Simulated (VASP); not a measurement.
# BP (F-43m) in VASP: notebook

Runs on BP. Level: LDA. Tasks: vibrations by perturbation theory.

Program: VASP 6.6.1. These are calculated values, not measurements. Logs are shortened: lines on timing, memory, paths and dates and some standing lists are left out, and cuts for length are marked.

## Step 1: The cell of the first run

It takes space group F-43m (No. 216, cubic). The conventional cell has a = 4.521 Å, b = 4.521 Å, c = 4.521 Å, α = 90.00°, β = 90.00°, γ = 90.00°. B (site symmetry -43m) has 4 P at 1.96 Å within 2.6 Å. Within 2.6 Å of P (site symmetry -43m) lie 4 B at 1.96 Å.

## Step 2: Vibrations by perturbation theory, LDA

INCAR

```
SYSTEM = BP
ALGO = Normal ; EDIFF = 1E-8
ENCUT = 520 ; IBRION = 8
ISIF = 2 ; ISMEAR = 0
LASPH = .True. ; LCHARG = .False.
LEPSILON = .True. ; LREAL = .False.
LWAVE = .False. ; NELM = 100
NSW = 1 ; PREC = Accurate
SIGMA = 0.01
```

KPOINTS

```
k-points
0
Gamma
  10 10 10
  0 0 0
```

POSCAR

```
BP
1.0
    0.0000000000      2.2607000000      2.2607000000
    2.2607000000      0.0000000000      2.2607000000
    2.2607000000      2.2607000000      0.0000000000
B P
1 1
Direct
    0.0000000000      0.0000000000      0.0000000000
    0.2500000000      0.2500000000      0.2500000000
```

Potentials or basis: VASP PAW LDA potentials, release 64 (B, P).

Command:

```
$ cat potpaw_LDA.64/B/POTCAR potpaw_LDA.64/P/POTCAR > POTCAR
$ mpirun -np 1 vasp_std > vasp.out
```

OUTCAR:

```text
SYSTEM = BP
   EDIFF = 1E-8
   ENCUT = 520
   IBRION = 8
   ISIF = 2
   ISMEAR = 0
   LASPH = .True.
   LEPSILON = .True.
   LREAL = .False.
   NELM = 100
   NSW = 1
   PREC = Accurate

 ion  position               nearest neighbor table
   1  0.000  0.000  0.000-   2 1.96   2 1.96   2 1.96   2 1.96
   2  0.250  0.250  0.250-   1 1.96   1 1.96   1 1.96   1 1.96

  LATTYP: Found a face centered cubic cell.
 ALAT       =     4.5214000000

  Lattice vectors:

 A1 = (   0.0000000000,   2.2607000000,   2.2607000000)
 A2 = (   2.2607000000,   0.0000000000,   2.2607000000)
 A3 = (   2.2607000000,   2.2607000000,   0.0000000000)

Analysis of symmetry for initial positions (statically):
=====================================================================
 Subroutine PRICEL returns:
 Original cell was already a primitive cell.

 Routine SETGRP: Setting up the symmetry group for a
 face centered cubic supercell.

 Subroutine GETGRP returns: Found 24 space group operations
 (whereof 24 operations were pure point group operations)
 out of a pool of 48 trial point group operations.

The static configuration has the point symmetry T_d .

Analysis of symmetry for dynamics (positions and initial velocities):
=====================================================================
 Subroutine PRICEL returns:
 Original cell was already a primitive cell.

 Routine SETGRP: Setting up the symmetry group for a
 face centered cubic supercell.

 Subroutine GETGRP returns: Found 24 space group operations
 (whereof 24 operations were pure point group operations)
 out of a pool of 48 trial point group operations.

The dynamic configuration has the point symmetry T_d .

 Subroutine INISYM returns: Found 24 space group operations
 (whereof 24 operations are pure point group operations),
 and found     1 'primitive' translations

----------------------------------------------------------------------------------------

                                     Primitive cell

  volume of cell :      23.1078

  direct lattice vectors                    reciprocal lattice vectors
     0.000000000  2.260700000  2.260700000    -0.221170434  0.221170434  0.221170434
     2.260700000  0.000000000  2.260700000     0.221170434 -0.221170434  0.221170434
     2.260700000  2.260700000  0.000000000     0.221170434  0.221170434 -0.221170434

  length of vectors
     3.197112600  3.197112600  3.197112600     0.383078429  0.383078429  0.383078429

  position of ions in fractional coordinates (direct lattice)
     0.000000000  0.000000000  0.000000000
     0.250000000  0.250000000  0.250000000

  ion indices of the primitive-cell ions
   primitive index   ion index
                 1           1
                 2           2

----------------------------------------------------------------------------------------

 KPOINTS: k-points

Automatic generation of k-mesh.
 Grid dimensions read from file:
 generate k-points for:   10   10   10

 Generating k-lattice:

[... 412 lines left out ...]

 Free energy of the ion-electron system (eV)
  ---------------------------------------------------
  ---------------------------------------------------
  free energy    TOTEN  =        -0.55928644 eV

  energy without entropy =       -0.55928644

------------------------ aborting loop because EDIFF is reached ----------------------------------------

--------------------------------------- Ionic step        2  -------------------------------------------

------------------------ aborting loop because EDIFF is reached ----------------------------------------

--------------------------------------- Ionic step        3  -------------------------------------------

------------------------ aborting loop because EDIFF is reached ----------------------------------------

 PIEZOELECTRIC TENSOR FIELD DIRECTION 3  (e Angst)
 -----------------------------------------------------------------------------
    -0.00057  0.20329  0.00000           ( -0.00000  0.07764  0.00000)
     0.20329 -0.00057  0.00000           (  0.07764 -0.00000  0.00000)
     0.00000  0.00000  0.00010           (  0.00000  0.00000 -0.00000)

 PIEZOELECTRIC TENSOR FIELD DIRECTION 3  (C/m^2)
 -----------------------------------------------------------------------------
    -0.00040  0.14095  0.00000
     0.14095 -0.00040  0.00000
     0.00000  0.00000  0.00007

--------------------------------------- Ionic step        4  -------------------------------------------

------------------------ aborting loop because EDIFF is reached ----------------------------------------

[... ionic steps 5 to 6 ...]

--------------------------------------- Ionic step        7  -------------------------------------------

 Free energy of the ion-electron system (eV)
  ---------------------------------------------------
  ---------------------------------------------------
  free energy    TOTEN  =        -0.04125634 eV

  energy without entropy =       -0.04125634

------------------------ aborting loop because EDIFF is reached ----------------------------------------

 INTERNAL STRAIN TENSOR  FOR ION    2  DIRECTION 1   (eV/Angst):
 -----------------------------------------------------------------------------
     0.00544  0.00000  0.00000
     0.00000  0.00007 -6.64689
     0.00000 -6.64689  0.00007

 MACROSCOPIC STATIC DIELECTRIC TENSOR (including local field effects in DFT)
 ------------------------------------------------------
           9.287469     0.000000    -0.000000
          -0.000000     9.287469    -0.000000
           0.000000     0.000000     9.287469
 ------------------------------------------------------

 PIEZOELECTRIC TENSOR (including local field effects)  for field in x, y, z        (e  Angst)
          XX          YY          ZZ          XY          YZ          ZX
  --------------------------------------------------------------------------------
  x     0.00000    -0.00000    -0.00000     0.00000     0.19908     0.00000
  y     0.00000    -0.00000    -0.00000     0.00000     0.00000     0.19908
  z    -0.00000     0.00000     0.00000     0.19908     0.00000     0.00000

 PIEZOELECTRIC TENSOR (including local field effects)  for field in x, y, z        (C/m^2)
          XX          YY          ZZ          XY          YZ          ZX
  --------------------------------------------------------------------------------
  x     0.00000    -0.00000    -0.00000     0.00000     0.13803     0.00000
  y     0.00000    -0.00000    -0.00000     0.00000     0.00000     0.13803
  z    -0.00000     0.00000     0.00000     0.13803     0.00000     0.00000

 BORN EFFECTIVE CHARGES (including local field effects) (in |e|, cummulative output)
 ---------------------------------------------------------------------------------
 ion    1
    1    -0.55688    -0.00000    -0.00000
    2     0.00000    -0.55688     0.00000
    3     0.00000     0.00000    -0.55688
 ion    2
    1     0.55688     0.00000     0.00000
    2    -0.00000     0.55688    -0.00000
    3    -0.00000    -0.00000     0.55688

 INTERNAL STRAIN TENSOR FOR ION    2 for displacements in x,y,z  (eV/Angst):
          X           Y           Z          XY          YZ          ZX
  --------------------------------------------------------------------------------
  x     0.00000     0.00000     0.00000     0.00000    -6.64689     0.00000
  y    -0.00000    -0.00000    -0.00000     0.00000     0.00000    -6.64689
  z     0.00000     0.00000     0.00000    -6.64689     0.00000     0.00000

 SECOND DERIVATIVES (NOT SYMMETRIZED)
 ------------------------------------
               1X          1Y          1Z          2X          2Y          2Z
  1X   -18.964865    0.000000    0.000000   18.964865    0.000000    0.000000
  1Y     0.000000  -18.964865    0.000000    0.000000   18.964865    0.000000
  1Z     0.000000    0.000000  -18.964865    0.000000    0.000000   18.964865
  2X    18.968837    0.000000    0.000000  -18.968837    0.000000    0.000000
  2Y     0.000000   18.968837    0.000000    0.000000  -18.968837    0.000000
  2Z     0.000000    0.000000   18.968837    0.000000    0.000000  -18.968837

 Eigenvectors and eigenvalues of the dynamical matrix
 ----------------------------------------------------

   1 f  =   24.050051 THz   151.110925 2PiTHz  802.223341 cm-1    99.462973 meV
             X         Y         Z           dx          dy          dz
      0.000000  0.000000  0.000000    -0.221482    0.825303    0.105128
      1.130350  1.130350  1.130350     0.130863   -0.487633   -0.062115
[... 21 lines left out ...]
   6 f/i=    0.001103 THz     0.006930 2PiTHz    0.036789 cm-1     0.004561 meV
             X         Y         Z           dx          dy          dz
      0.000000  0.000000  0.000000    -0.181871    0.465870   -0.093048
      1.130350  1.130350  1.130350    -0.307811    0.788469   -0.157480

--------------------------------------------------------------------------------------------------------

 MACROSCOPIC STATIC DIELECTRIC TENSOR IONIC CONTRIBUTION
 ------------------------------------------------------
           0.128037     0.000000    -0.000000
           0.000000     0.128037    -0.000000
          -0.000000    -0.000000     0.128037
 ------------------------------------------------------

 ELASTIC MODULI CONTR FROM IONIC RELAXATION (kBar)
 Direction    XX          YY          ZZ          XY          YZ          ZX
 --------------------------------------------------------------------------------
 XX          -0.0000      0.0000      0.0000     -0.0000      0.0000     -0.0000
 YY           0.0000     -0.0000     -0.0000     -0.0000     -0.0000     -0.0000
 ZZ           0.0000     -0.0000     -0.0000      0.0000     -0.0000     -0.0000
 XY          -0.0000     -0.0000      0.0000   -171.8657      0.0000      0.0000
 YZ           0.0000     -0.0000     -0.0000      0.0000   -171.8657      0.0000
 ZX          -0.0000     -0.0000     -0.0000      0.0000      0.0000   -171.8657
 --------------------------------------------------------------------------------

 PIEZOELECTRIC TENSOR IONIC CONTR  for field in x, y, z        (C/m^2)
          XX          YY          ZZ          XY          YZ          ZX
  --------------------------------------------------------------------------------
  x     0.00000    -0.00000    -0.00000    -0.00000    -0.13958    -0.00000
  y    -0.00000    -0.00000    -0.00000     0.00000     0.00000    -0.13958
  z    -0.00000    -0.00000     0.00000    -0.13958     0.00000     0.00000
```

Wall time 83 s (1 thread of Intel Xeon Platinum 8488C (Sapphire Rapids), shared host); peak memory 0.2 GiB.

Results:

```yaml
Electronic_dielectric_tensor_diagonal: 9.29
Born_charges_mean_of_the_diagonal: B -0.56; P +0.56 e
Highest_phonon_frequency_at_Γ_LO-TO_splitting_left_out: 802 cm⁻¹
```

Phonon frequencies in cm⁻¹ (negative: imaginary):
| q point | frequencies |
| --- | --- |
| (0.000, 0.000, 0.000) | 0 0 0 802 802 802 |

Electronic dielectric tensor:
```
9.29 0.00 0.00
0.00 9.29 0.00
0.00 0.00 9.29
```

Born effective charge tensors (e):
atom 1, B
```
-0.56  0.00  0.00
 0.00 -0.56  0.00
 0.00  0.00 -0.56
```
atom 2, P
```
0.56 0.00 0.00
0.00 0.56 0.00
0.00 0.00 0.56
```

Caveat: the cell stands under pressure or tension, which shifts response properties.

## Step 3: Vibrations by perturbation theory, LDA

This run uses another cell than the first one, of 12.30 Å³/atom.

INCAR

```
ALGO = Normal
EDIFF = 1E-8
ENCUT = 520
IBRION = 8
ISIF = 2
ISMEAR = 0
LASPH = True
LCHARG = True
LEPSILON = True
LREAL = False
LWAVE = False
NELM = 60
NSW = 1
PREC = Accurate
SIGMA = 0.01
```

KPOINTS

```
k-points
0
Gamma
  10 10 10
```

POSCAR

```
BP
1.0
    0.0000000000      2.3085000000      2.3085000000
    2.3085000000      0.0000000000      2.3085000000
    2.3085000000      2.3085000000      0.0000000000
B P
1 1
Direct
    0.0000000000      0.0000000000      0.0000000000
    0.2500000000      0.2500000000      0.2500000000
```

Potentials or basis: VASP PAW LDA potentials, release 64 (B, P).

Command:

```
$ cat potpaw_LDA.64/B/POTCAR potpaw_LDA.64/P/POTCAR > POTCAR
$ mpirun -np 1 vasp_std > vasp.out
```

OUTCAR:

```text
EDIFF = 1E-8
   ENCUT = 520
   IBRION = 8
   ISIF = 2
   ISMEAR = 0
   LASPH = True
   LEPSILON = True
   LREAL = False
   NELM = 60
   NSW = 1
   PREC = Accurate

 ion  position               nearest neighbor table
   1  0.000  0.000  0.000-   2 2.00   2 2.00   2 2.00   2 2.00
   2  0.250  0.250  0.250-   1 2.00   1 2.00   1 2.00   1 2.00

  LATTYP: Found a face centered cubic cell.
 ALAT       =     4.6170000000

  Lattice vectors:

 A1 = (   0.0000000000,   2.3085000000,   2.3085000000)
 A2 = (   2.3085000000,   0.0000000000,   2.3085000000)
[... 609 lines left out ...]
   6 f/i=    0.000260 THz     0.001634 2PiTHz    0.008677 cm-1     0.001076 meV
             X         Y         Z           dx          dy          dz
      0.000000  0.000000  0.000000     0.000000    0.000000   -0.508664
      1.154250  1.154250  1.154250     0.000000    0.000000   -0.860965

--------------------------------------------------------------------------------------------------------

 MACROSCOPIC STATIC DIELECTRIC TENSOR IONIC CONTRIBUTION
 ------------------------------------------------------
           0.056174     0.000000    -0.000000
           0.000000     0.056174    -0.000000
          -0.000000    -0.000000     0.056174
 ------------------------------------------------------

 ELASTIC MODULI CONTR FROM IONIC RELAXATION (kBar)
 Direction    XX          YY          ZZ          XY          YZ          ZX
 --------------------------------------------------------------------------------
 XX          -0.0000      0.0000      0.0000     -0.0000      0.0000      0.0000
 YY           0.0000     -0.0000      0.0000      0.0000     -0.0000      0.0000
 ZZ           0.0000      0.0000     -0.0000      0.0000      0.0000     -0.0000
 XY          -0.0000      0.0000      0.0000    -72.2536      0.0000      0.0000
 YZ           0.0000     -0.0000      0.0000      0.0000    -72.2536      0.0000
 ZX           0.0000      0.0000     -0.0000      0.0000      0.0000    -72.2536
 --------------------------------------------------------------------------------

 PIEZOELECTRIC TENSOR IONIC CONTR  for field in x, y, z        (C/m^2)
          XX          YY          ZZ          XY          YZ          ZX
  --------------------------------------------------------------------------------
  x     0.00000    -0.00000     0.00000     0.00000    -0.05995     0.00000
  y     0.00000     0.00000    -0.00000     0.00000     0.00000    -0.05995
  z    -0.00000     0.00000     0.00000    -0.05995     0.00000     0.00000
```

stdout:

```text
POSCAR found type information on POSCAR B P
 POSCAR found :  2 types and       2 ions
 scaLAPACK will be used
 LDA part: xc-table for (Slater(with rela. corr.)+CA(PZ))
 , standard interpolation
 POSCAR, INCAR and KPOINTS ok, starting setup
 FFT: planning ... GRIDC
 FFT: planning ... GRID_SOFT
 FFT: planning ... GRID
[... 24 lines left out ...]
 Linear response to external field, progress :
  Direction:   3
 dielectric tensor                  component  3 :     1.638     2.078     9.337
 Linear response DOF=           2
 Linear response progress:
 first order change of Fermi-energy   0.12949E-03
 force on displaced ion       1 direction 1 : -16.695  -0.000  -0.000
 Born effective charge ion    1 direction 1 :  -0.364   0.000   0.000
 Linear response progress:
 first order change of Fermi-energy   0.97608E-04
 force on displaced ion       2 direction 1 : -16.696  -0.000  -0.000
 Born effective charge ion    2 direction 1 :   0.347   0.000   0.000
 Born effective charges drift removed
 Linear response finished
```

Run time: 1.8 min. Hardware: 1 thread of Intel Xeon Platinum 8488C (Sapphire Rapids), shared host; peak memory 0.2 GiB.

Results:

```
Electronic dielectric tensor (diagonal)                 : 9.34
Born charges (mean of the diagonal)                     : B -0.36; P +0.36 e
Highest phonon frequency at Γ, LO-TO splitting left out : 753 cm⁻¹
```

Phonon frequencies in cm⁻¹ (negative: imaginary):
```
              q point        frequencies
(0.000, 0.000, 0.000)  0 0 0 753 753 753
```

Electronic dielectric tensor:
```
9.34 0.00 0.00
0.00 9.34 0.00
0.00 0.00 9.34
```

Born effective charge tensors (e):
atom 1, B
```
-0.36  0.00  0.00
 0.00 -0.36  0.00
 0.00  0.00 -0.36
```
atom 2, P
```
0.36 0.00 0.00
0.00 0.36 0.00
0.00 0.00 0.36
```

Caveat: the cell stands under pressure or tension, which shifts response properties.
